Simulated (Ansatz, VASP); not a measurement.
LaHg: VASP beside Ansatz

The input INCAR:

```
SYSTEM = LaHg
PREC = Accurate ; ENCUT = 520
EDIFF = 1E-8 ; ISMEAR = -1
SIGMA = 0.08 ; LREAL = .FALSE.
LASPH = .TRUE. ; NELM = 80
ALGO = Normal ; ISIF = 2
LWAVE = .FALSE. ; LCHARG = .FALSE.
GGA = CA ; LEFG = .TRUE.
NBANDS = 18
```

File KPOINTS:

```
regular mesh
0
G
  11 11 11
  0 0 0
```

Contents of POSCAR:

```
LaHg
1.0
    3.8497476020      0.0000000000      0.0000000000
    0.0000000000      3.8497476020      0.0000000000
    0.0000000000      0.0000000000      3.8497476020
La Hg
1 1
Direct
    0.5000000000      0.5000000000      0.5000000000
    0.0000000000      0.0000000000      0.0000000000
```

Input for Ansatz:

```yaml
crystal:
  lattice:
    - [3.849747602, 0.0, 0.0]
    - [0.0, 3.849747602, 0.0]
    - [0.0, 0.0, 3.849747602]
  atoms:
    - { symbol: La, position: [0.5, 0.5, 0.5] }
    - { symbol: Hg, position: [0.0, 0.0, 0.0] }
kpoints:
  mp_grid: { grid: [11, 11, 11] }
scf:
  occupations: { method: fermi_dirac, width: 0.08 }
hamiltonian:
  xc: lda
  pseudopotentials: { kind: all_electron, datasets: crystal }
output:
  forces: true
  stress: true
  eigenvalues: true
  efg: { contact_densities: true }
```

Change from the starting cell: volume scaled by 1.01, crystal datasets.

Alike in both runs: task electric field gradients; functional LDA; k mesh 11 × 11 × 11; occupations fermi-dirac, width 0.08 eV; no spin polarisation.

```csv
,VASP,Ansatz
version,VASP 6.6.1,Ansatz 0.2.0
potentials or method,"VASP PAW LDA potentials, release 64 (La, Hg), cutoff 520 eV","all-electron PAW with datasets made for the crystal, scalar-relativistic"
```

```csv
,VASP,Ansatz,Ansatz less VASP
pressure (GPa),-2.3,-2.4,-0.14
```

LDA's correlation is that of Perdew and Zunger in VASP and of Perdew and Wang (1992) in Ansatz. Ansatz ran all-electron here, and VASP with PAW potentials.

Spin-orbit coupling is off throughout.
